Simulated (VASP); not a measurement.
# NaLa (P-6m2) in VASP: notebook

The runs below take NaLa through single point, with RPBE, PBE.

Everything below comes from runs of VASP 6.6.1. Logs are shortened: lines on timing, memory, paths and dates and some standing lists are left out, and cuts for length are marked.

## Step 1: The cell of the first run

It takes space group P-6m2 (No. 187, hexagonal). Conventional cell: a = 3.606 Å, b = 3.606 Å, c = 6.484 Å, α = 90.00°, β = 90.00°, γ = 120.00°. Within 4.7 Å of La (site symmetry -6m2) lie 6 La at 3.61 Å and 6 Na at 3.85 Å. Within 4.7 Å of Na (site symmetry -6m2) lie 6 Na at 3.61 Å and 6 La at 3.85 Å.

## Step 2: Single point, RPBE

The input, INCAR:

```
SYSTEM = NaLa
PREC     = Accurate       ! precision mode
ENCUT    = 520            ! plane-wave cutoff, eV
EDIFF    = 1E-7           ! SCF threshold, eV
ISMEAR   = 0              ! smearing method
SIGMA    = 0.05           ! smearing width, eV
LREAL    = .False.        ! projectors in reciprocal space
LASPH    = .True.         ! aspherical terms in the spheres
NELM     = 80             ! most SCF steps
ALGO     = Normal         ! electronic algorithm
ISIF     = 2              ! what is computed and relaxed
LWAVE    = .False.        ! write WAVECAR
LCHARG   = .True.         ! write CHGCAR
GGA      = RP             ! functional
LELF     = .True.         ! ELF
LVHAR    = .True.       
NBANDS   = 16             ! bands
```

The input, KPOINTS:

```
Automatic mesh
0
Gamma
  9 9 4
  0 0 0
```

The input, POSCAR:

```
NaLa
1.0
    3.6062507687      0.0000000000      0.0000000000
   -1.8031253843      3.1231047781      0.0000000000
    0.0000000000      0.0000000000      6.4837820000
La Na
1 1
Direct
    0.3333333333      0.6666666667      0.5000000000
    0.0000000000      0.0000000000      0.0000000000
```

Potentials or basis: VASP PAW PBE potentials, release 64 (La, Na_pv).

Run with:

```console
> cat potpaw_PBE.64/La/POTCAR potpaw_PBE.64/Na_pv/POTCAR > POTCAR
> mpirun -np 1 vasp_std > vasp.out
```

OUTCAR:

```text
SYSTEM = NaLa
   PREC = Accurate
   ENCUT = 520
   EDIFF = 1E-7
   ISMEAR = 0
   LREAL = .False.
   LASPH = .True.
   NELM = 80
   ISIF = 2
   GGA = RP

 ion  position               nearest neighbor table
   1  0.333  0.667  0.500-
   2  0.000  0.000  0.000-

  LATTYP: Found a hexagonal cell.
 ALAT       =     3.6062507687
 C/A-ratio  =     1.7979287675

  Lattice vectors:

 A1 = (   3.6062507687,   0.0000000000,   0.0000000000)
 A2 = (  -1.8031253843,   3.1231047781,   0.0000000000)
 A3 = (   0.0000000000,   0.0000000000,   6.4837820000)

Analysis of symmetry for initial positions (statically):
=====================================================================
 Subroutine PRICEL returns:
 Original cell was already a primitive cell.

 Routine SETGRP: Setting up the symmetry group for a
 hexagonal supercell.

 Subroutine GETGRP returns: Found 12 space group operations
 (whereof 12 operations were pure point group operations)
 out of a pool of 24 trial point group operations.

The static configuration has the point symmetry D_3h.

Analysis of symmetry for dynamics (positions and initial velocities):
=====================================================================
 Subroutine PRICEL returns:
 Original cell was already a primitive cell.

 Routine SETGRP: Setting up the symmetry group for a
 hexagonal supercell.

 Subroutine GETGRP returns: Found 12 space group operations
 (whereof 12 operations were pure point group operations)
 out of a pool of 24 trial point group operations.

The dynamic configuration has the point symmetry D_3h.

 Subroutine INISYM returns: Found 12 space group operations
 (whereof 12 operations are pure point group operations),
 and found     1 'primitive' translations

----------------------------------------------------------------------------------------

                                     Primitive cell

  volume of cell :      73.0249

  direct lattice vectors                    reciprocal lattice vectors
     3.606250769  0.000000000  0.000000000     0.277296301  0.160097094  0.000000000
    -1.803125384  3.123104778  0.000000000     0.000000000  0.320194188  0.000000000
     0.000000000  0.000000000  6.483782000     0.000000000  0.000000000  0.154230972

  length of vectors
     3.606250769  3.606250769  6.483782000     0.320194188  0.320194188  0.154230972

  position of ions in fractional coordinates (direct lattice)
     0.333333333  0.666666667  0.500000000
     0.000000000  0.000000000  0.000000000

  ion indices of the primitive-cell ions
   primitive index   ion index
                 1           1
                 2           2

----------------------------------------------------------------------------------------

 KPOINTS: Automatic mesh

Automatic generation of k-mesh.
 Grid dimensions read from file:
 generate k-points for:    9    9    4

 Generating k-lattice:

  Cartesian coordinates                     Fractional coordinates (reciprocal lattice)
     0.030810700  0.017788566  0.000000000     0.111111111  0.000000000  0.000000000
     0.000000000  0.035577132  0.000000000     0.000000000  0.111111111  0.000000000
     0.000000000  0.000000000  0.038557743     0.000000000  0.000000000  0.250000000

  Length of vectors
     0.035577132  0.035577132  0.038557743

  Shift w.r.t. Gamma in fractional coordinates (k-lattice)
     0.000000000  0.000000000  0.000000000

 Subroutine IBZKPT returns following result:
 ===========================================

 Found     36 irreducible k-points:

 Following reciprocal coordinates:
            Coordinates               Weight
  0.000000  0.000000  0.000000      1.000000
  0.111111  0.000000  0.000000      6.000000
  0.222222  0.000000  0.000000      6.000000
  0.333333  0.000000  0.000000      6.000000
  0.444444  0.000000  0.000000      6.000000
  0.111111  0.111111  0.000000      6.000000
[... 16 lines left out ...]
  0.333333  0.222222  0.250000     24.000000
  0.333333  0.333333  0.250000      4.000000
 [... further k-points ...]
   k-points           NKPTS =     36   k-points in BZ     NKDIM =     36   number of bands    NBANDS=     16
   number of dos      NEDOS =    301   number of ions     NIONS =      2
   total plane-waves  NPLWV =  37632
   dimension x,y,z NGX =    28 NGY =   28 NGZ =   48
   dimension x,y,z NGXF=    56 NGYF=   56 NGZF=   96
   ions per type =               1   1
   NGX,Y,Z   is equivalent  to a cutoff of  12.91, 12.91, 12.31 a.u.
   NGXF,Y,Z  is equivalent  to a cutoff of  25.82, 25.82, 24.61 a.u.
 SYSTEM =  NaLa
   PREC   = accura    normal or accurate (medium, high low for compatibility)
   ISTART =      0    job   : 0-new  1-cont  2-samecut
   ICHARG =      2    charge: 1-file 2-atom 10-const
   ISPIN  =      1    spin polarized calculation?
   LNONCOLLINEAR =      F non collinear calculations
   LSORBIT =      F    spin-orbit coupling
   LASPH  =      T    aspherical Exc in radial PAW
   ENCUT  =  520.0 eV  38.22 Ry    6.18 a.u.   6.71  6.71 12.06*2*pi/ulx,y,z
   NELM   =     80;   NELMIN=  2; NELMDL= -5     # of ELM steps
   EDIFF  = 0.1E-06   stopping-criterion for ELM
   LREAL  =      F    real-space projection
   EDIFFG = 0.1E-05   stopping-criterion for IOM
   NSW    =      0    number of steps for IOM
   IBRION =     -1    ionic relax: 0-MD 1-quasi-New 2-CG
   NFREE  =      0    steps in history (QN), initial steepest desc. (CG)
   ISIF   =      2    stress and relaxation
   ISYM   =      2    0-nonsym 1-usesym 2-fastsym
   POTIM  = 0.5000    time-step for ionic-motion
   TEBEG  =    0.0;   TEEND  =   0.0 temperature during run
   PSTRESS=    0.0 pullay stress
   NELECT =      18.0000    total number of electrons
   NUPDOWN=      -1.0000    fix difference up-down
   EMIN   =  10.00;   EMAX   =-10.00  energy-range for DOS
   EFERMI =   0.00;   METHOD = LEGACY
   ISMEAR =     0;   SIGMA  =   0.05  broadening in eV -4-tet -1-fermi 0-gaus
   EFERMI_NEDOS =   21; number of points for ismear=-14 and -15
   IALGO  =     38    algorithm
   IMIX   =      4    mixing-type and parameters
     AMIX     =   0.40;   BMIX     =  1.00
     AMIX_MAG =   1.60;   BMIX_MAG =  1.00
  volume/ion in A,a.u.               =      36.51       246.40
  Fermi-wavevector in a.u.,A,eV,Ry     =   1.026460  1.939728 14.335373  1.053620
  Thomas-Fermi vector in A             =   2.160354
   LORBIT       =      0    0 simple, 1 ext, 2 COOP (PROOUT), +10 PAW based schemes
   GGA     = RP    functional components
   LHFCALC =     F    Hartree Fock is set to
   AEXX    =    0.0000 exact exchange contribution
   IVDW    =     0    specifies the selected vdW correction
   LEPSILON=     F    determine dielectric tensor
   LRPA    =     F    only Hartree local field effects (RPA)
 non-spin polarized calculation
 Gauss-broadening in eV      SIGMA  =   0.05
  energy-cutoff  :      520.00
  volume of cell :       73.02
 maximum number of plane-waves:      1988
 NGX is ok and might be reduce to    28
   NGX = 13   NGY = 13   NGZ = 25

 number of electron      17.9999986 magnetization

 Free energy of the ion-electron system (eV)
  ---------------------------------------------------
  ext. energy  EPLUGINS =         0.00000000
  ---------------------------------------------------
  free energy    TOTEN  =        -5.37628454 eV

  energy without entropy =       -5.37157059  energy(sigma->0) =       -5.37392757

 E-fermi :   4.2992     XC(G=0):  -8.0297

 val. band max:        4.2545741329   @ k =   0.3333   0.2222   0.2500
 cond. band min:       4.3052116195   @ k =   0.3333   0.3333   0.2500
 fundamental gap:      0.0506374866
 Fermi energy:         4.2992048021

 k-point     1 :       0.0000    0.0000    0.0000
  band No.  band energies     occupation
      1     -28.8413      2.00000
      2     -20.1480      2.00000
      3     -20.1480      2.00000
      4     -20.1475      2.00000
      5     -12.6443      2.00000
      6     -11.7719      2.00000
[... 8 lines left out ...]
     15       6.0431      0.00000
     16       6.0434      0.00000

 k-point     2 :       0.1111    0.0000    0.0000
  band No.  band energies     occupation
      1     -28.8193      2.00000
      2     -20.1526      2.00000
      3     -20.1491      2.00000
      4     -20.1468      2.00000
      5     -12.6170      2.00000
      6     -11.9546      2.00000
[... 8 lines left out ...]
     15       5.9713      0.00000
     16       6.0930      0.00000

 k-point     3 :       0.2222    0.0000    0.0000
  band No.  band energies     occupation
      1     -28.7627      2.00000
      2     -20.1644      2.00000
      3     -20.1519      2.00000
      4     -20.1449      2.00000
      5     -12.5470      2.00000
      6     -12.3904      2.00000
[... 8 lines left out ...]
     15       6.0342      0.00000
     16       6.0723      0.00000

 k-point     4 :       0.3333    0.0000    0.0000
  band No.  band energies     occupation
      1     -28.6971      2.00000
      2     -20.1778      2.00000
      3     -20.1551      2.00000
      4     -20.1428      2.00000
      5     -12.8481      2.00000
      6     -12.4655      2.00000
[... 8 lines left out ...]
     15       6.0699      0.00000
     16       6.1253      0.00000

 k-point     5 :       0.4444    0.0000    0.0000
  band No.  band energies     occupation
      1     -28.6535      2.00000
      2     -20.1864      2.00000
      3     -20.1571      2.00000
      4     -20.1414      2.00000
      5     -13.1292      2.00000
      6     -12.4112      2.00000
[... 8 lines left out ...]
     15       6.0991      0.00000
     16       6.1267      0.00000

 k-point     6 :       0.1111    0.1111    0.0000
  band No.  band energies     occupation
      1     -28.7800      2.00000
      2     -20.1604      2.00000
      3     -20.1515      2.00000
      4     -20.1455      2.00000
      5     -12.5684      2.00000
      6     -12.2458      2.00000
[... 8 lines left out ...]
     15       6.0326      0.00000
     16       6.0988      0.00000
[... 267 lines left out ...]
 k-point    21 :       0.4444    0.1111    0.2500
  band No.  band energies     occupation
      1     -28.6419      2.00000
      2     -20.1862      2.00000
      3     -20.1603      2.00000
      4     -20.1411      2.00000
      5     -13.1176      2.00000
      6     -12.3973      2.00000
[... 8 lines left out ...]
     15       6.0764      0.00000
     16       6.1338      0.00000

 k-point    22 :       0.2222    0.2222    0.2500
  band No.  band energies     occupation
      1     -28.6680      2.00000
      2     -20.1785      2.00000
      3     -20.1616      2.00000
      4     -20.1419      2.00000
      5     -12.8662      2.00000
      6     -12.4301      2.00000
[... 8 lines left out ...]
     15       6.0373      0.00000
     16       6.1725      0.00000

 k-point    23 :       0.3333    0.2222    0.2500
  band No.  band energies     occupation
      1     -28.6344      2.00000
      2     -20.1815      2.00000
      3     -20.1668      2.00000
      4     -20.1409      2.00000
      5     -12.9672      2.00000
      6     -12.4598      2.00000
[... 8 lines left out ...]
     15       6.0384      0.00000
     16       6.1665      0.00000

 k-point    24 :       0.3333    0.3333    0.2500
  band No.  band energies     occupation
      1     -28.6227      2.00000
      2     -20.1758      2.00000
      3     -20.1754      2.00000
      4     -20.1405      2.00000
      5     -12.7707      2.00000
      6     -12.7677      2.00000
[... 8 lines left out ...]
     15       5.8717      0.00000
     16       6.1059      0.00000

 [... further k-points ...]

------------------------ aborting loop because EDIFF is reached ----------------------------------------

  FORCE on cell =-STRESS in cart. coord.  units (eV):
  Direction    XX          YY          ZZ          XY          YZ          ZX
  --------------------------------------------------------------------------------------
  -------------------------------------------------------------------------------------
  Total        0.4488783      0.4488783      0.3671392      0.0000000      0.0000000      0.0000000
  in kB        9.8484593      9.8484593      8.0550918      0.0000000      0.0000000      0.0000000
  external PRESSURE =       9.2506702 kB  Pullay stress =       0.0000000 kB

 VOLUME and BASIS-vectors are now :
 -----------------------------------------------------------------------------
  energy-cutoff  :      520.00
  volume of cell :       73.02
      direct lattice vectors                 reciprocal lattice vectors
     3.606250769  0.000000000  0.000000000     0.277296301  0.160097094  0.000000000
    -1.803125384  3.123104778  0.000000000     0.000000000  0.320194188  0.000000000
     0.000000000  0.000000000  6.483782000     0.000000000  0.000000000  0.154230972

 POSITION                                       TOTAL-FORCE (eV/Angst)
 -----------------------------------------------------------------------------------
     -0.00000      2.08207      3.24189         0.000000     -0.000000      0.000000
      0.00000      0.00000      0.00000        -0.000000      0.000000      0.000000
 -----------------------------------------------------------------------------------
    total drift:                                0.000000     -0.000000     -0.000000

  FREE ENERGIE OF THE ION-ELECTRON SYSTEM (eV)
  ---------------------------------------------------
  free  energy   TOTEN  =        -5.3762845378 eV

  energy  without entropy=       -5.3715705947  energy(sigma->0) =       -5.37392757
```

Wall time 28 s (1 thread of Intel Xeon 6975P-C (Granite Rapids), shared host); peak memory 0.21 GiB.

Results:

* Free energy: -5.3763 eV
* Pressure: 0.9 GPa
* Band gap on the k mesh: zero (bands 9 and 10 overlap by 0.55 eV)

Stress tensor (GPa, compression positive):
```
0.98 0.00 0.00
0.00 0.98 0.00
0.00 0.00 0.81
```

Caveat: the PAW data sets were made with another functional, which shifts forces and pressure a little; spin-orbit coupling is left out, which moves the levels of the heavy elements.

## Step 3: Single point, PBE

This run uses another cell than the first one, of 33.65 Å³/atom.

The input, INCAR:

```
PREC = Accurate ; ENCUT = 970
EDIFF = 1E-6 ; ISMEAR = -1
SIGMA = 0.05 ; LREAL = F
LASPH = T ; NELM = 200
ALGO = Normal ; ISIF = 2
LWAVE = F ; LCHARG = F
GGA = PE ; NBANDS = 17
GGA_COMPAT = F ; LMAXMIX = 6
```

The input, KPOINTS:

```
regular mesh
0
Gamma
  7 7 4
```

The input, POSCAR:

```
NaLa
1.0
    3.4620007380      0.0000000000      0.0000000000
   -1.7310003689      2.9981805870      0.0000000000
    0.0000000000      0.0000000000      6.4837820000
La Na
1 1
Direct
    0.3333333333      0.6666666667      0.5000000000
    0.0000000000      0.0000000000      0.0000000000
```

Potentials or basis: VASP PAW PBE potentials, release 64 (La, Na_sv).

Run with:

```console
> cat potpaw_PBE.64/La/POTCAR potpaw_PBE.64/Na_sv/POTCAR > POTCAR
> mpirun -np 1 vasp_std > vasp.out
```

Run time: 96 s. Hardware: 1 thread of Intel Xeon Platinum 8488C (Sapphire Rapids), shared host; peak memory 0.35 GiB.

It converged, with:

| Item | Value |
| --- | --- |
| Free energy | -5.8698 eV |
| Pressure | 1.3 GPa |
| Band gap on the k mesh | zero (bands 10 and 11 overlap by 0.81 eV) |

Stress tensor (GPa, compression positive):
```
1.69 0.00 0.00
0.00 1.69 0.00
0.00 0.00 0.57
```

Levels at points of the mesh, in eV from the Fermi level:
```
           k point  band 6  band 7  band 8  band 9  band 10  band 11  band 12  band 13  band 14  band 15
(0.00, 0.00, 0.00)  -16.75  -15.60  -15.60   -3.31    -1.22     0.84     1.21     1.81     1.93     1.94
(0.00, 0.00, 0.50)  -16.76  -15.60  -15.60   -2.19    -2.13    -0.16     1.22     1.57     1.93     1.94
```

Caveat: spin-orbit coupling is left out, which moves the levels of the heavy elements.

## Step 4: Single point, PBE

This run uses another cell than the first one, of 39.49 Å³/atom.

The input, INCAR:

```
  ALGO = Normal
  EDIFF = 1E-6
  ENCUT = 970
  GGA = PE
  GGA_COMPAT = False
  ISIF = 2
  ISMEAR = -1
  LASPH = True
  LCHARG = False
  LMAXMIX = 6
  LREAL = False
  LWAVE = False
  NBANDS = 17
  NELM = 200
  PREC = Accurate
  SIGMA = 0.05
```

The input, KPOINTS:

```
k-points
0
Gamma
  7 7 4
```

The input, POSCAR:

```
NaLa
1.0
    3.7505007994      0.0000000000      0.0000000000
   -1.8752503997      3.2480289692      0.0000000000
    0.0000000000      0.0000000000      6.4837820000
La Na
1 1
Direct
    0.3333333333      0.6666666667      0.5000000000
    0.0000000000      0.0000000000      0.0000000000
```

Run with:

```console
> cat potpaw_PBE.64/La/POTCAR potpaw_PBE.64/Na_sv/POTCAR > POTCAR
> mpirun -np 1 vasp_std > vasp.out
```

Wall time 50 s (1 thread of Intel Xeon 6975P-C (Granite Rapids), shared host); peak memory 0.4 GiB.

The run converged. Its results:

```yaml
Free_energy: -5.8466 eV
Pressure: -1.7 GPa
Band_gap_on_the_k_mesh: zero (bands 10 and 11 overlap by 0.56 eV)
```

Stress tensor (GPa, compression positive):
```
-2.33  0.00  0.00
 0.00 -2.33  0.00
 0.00  0.00 -0.47
```

Levels at points of the mesh, in eV from the Fermi level:
```
           k point  band 8  band 9  band 10  band 11  band 12  band 13
(0.00, 0.00, 0.00)  -16.42   -3.23    -1.15     0.71     0.98     1.41
(0.00, 0.00, 0.50)  -16.42   -2.41    -1.94     0.18     0.98     1.18
```

Caveat: spin-orbit coupling is left out, which moves the levels of the heavy elements.

[end of part 1 of 2]
